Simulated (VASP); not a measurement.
Runs of VASP 6.6.1 on Cd. The structure is that of space group P6_3/mmc (No. 194), or close to it. The cells are those of the table. 

```tsv
task	cell	k mesh	cutoff (eV)	gap on the mesh (eV)	pressure (GPa)
single point	a = 2.947, b = 2.947, c = 5.385 Å, angles 90.0, 90.0, 120.0°, 2 atoms	18 × 18 × 8	520	none	2.5
relaxation of cell and atoms	relaxed to 10 GPa from a = 2.864, b = 2.864, c = 5.182 Å, angles 90.0, 90.0, 120.0°, 2 atoms	18 × 18 × 8	600	none	10.0
single point	a = 2.979, b = 2.979, c = 5.618 Å, angles 90.0, 90.0, 120.0°, 2 atoms	6 × 6 × 4	500	none	-0.2
single point	a = 2.944, b = 2.944, c = 5.610 Å, angles 90.0, 90.0, 120.0°, 2 atoms	18 × 18 × 8	520	none	(c)
relaxation of cell and atoms	relaxed to 20 GPa from a = 2.808, b = 2.808, c = 5.007 Å, angles 90.0, 90.0, 120.0°, 2 atoms	18 × 18 × 8	600	none	20.0
single point	a = 2.871, b = 2.871, c = 4.786 Å, angles 90.0, 90.0, 120.0°, 2 atoms	18 × 18 × 8	520	none	21.0
single point	a = 2.884, b = 2.884, c = 5.142 Å, angles 90.0, 90.0, 120.0°, 2 atoms	18 × 18 × 8	520	none	(a)
single point	a = 2.963, b = 2.963, c = 5.782 Å, angles 90.0, 90.0, 120.0°, 2 atoms	18 × 18 × 8	520	none	-1.6
single point	a = 2.919, b = 2.919, c = 5.282 Å, angles 90.0, 90.0, 120.0°, 2 atoms	18 × 18 × 8	520	none	5.6
single point	a = 2.788, b = 2.788, c = 4.602 Å, angles 90.0, 90.0, 120.0°, 2 atoms	18 × 18 × 10	520	none	(b)
```

Alike in all rows: level PBEsol; potentials or basis VASP PAW PBE potentials, release 64 (Cd); no spin polarisation; smearing gaussian 0.1 eV.

Fill in the values left out.

(a) 10.7; (b) 41.7; (c) 0.4.

Caveats: some runs use coarse meshes; the PAW data sets were made with another functional, which shifts forces and pressure a little; the cell stands under pressure (at least some runs); the cell is relaxed towards a set pressure, so the run minimises the enthalpy, not the energy (at least some runs).

A k mesh can miss the band edges, and the runs leave out spin-orbit coupling on Cd.

A gap of «none» marks levels without a gap at the run's occupations.
